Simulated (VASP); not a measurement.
Crystal: ZrC.

```
Zr C
1.0
     3.39148    0.00000    0.00000
    -1.69574    2.93710    0.00000
     0.00000    0.00000    5.29005
Zr C
2 2
Cartesian
  0.0000 1.9581 1.3225
  1.6957 0.9790 3.9675
  0.0000 0.0000 0.0000
  0.0000 0.0000 2.6450
```

| Quantity | Value |
| --- | --- |
| Program | VASP 6.6.1 |
| Task | relaxation of cell and atoms |
| Functional | r2SCAN |
| Potentials or basis | VASP PAW PBE potentials, release 64 (Zr_sv, C) |
| Cutoff | 600 eV |
| k mesh | 8 × 8 × 5 |
| Occupations | gaussian, width 0.05 eV |
| Spin | no spin polarisation |

At the start: pressure -2.1 GPa; volume 13.17 Å³/atom.

Task: Where does the relaxation end?

Result: Over 7 steps the energy falls by 4.6 meV/atom and the volume is 13.05 Å³/atom (-0.9 %); space group P6_3/mmc (No. 194, to 0.1 Å) before and after.

Step by step:
```csv
step,energy change (eV),largest force (eV/Å),pressure (GPa),volume (Å³)
1,0.0000,0.0000,-2.14,52.69
2,-0.0079,0.0000,3.83,51.36
3,-0.0128,0.0000,1.57,51.85
4,-0.0170,0.0000,0.19,52.16
5,-0.0183,0.0000,0.63,52.06
6,-0.0182,0.0000,-0.72,52.37
7,-0.0186,0.0000,0.02,52.20
```

Final structure:
```xyz
4
Lattice="3.3537 0.0000 0.0000 -1.6768 2.9044 0.0000 0.0000 0.0000 5.3593" Properties=species:S:1:pos:R:3 pbc="T T T"
Zr    0.0000    1.9362    1.3398
Zr    1.6768    0.9681    4.0194
C     0.0000    0.0000    0.0000
C     0.0000    0.0000    2.6796
```

Caveat: the PAW data sets were made with another functional, which shifts forces and pressure a little.
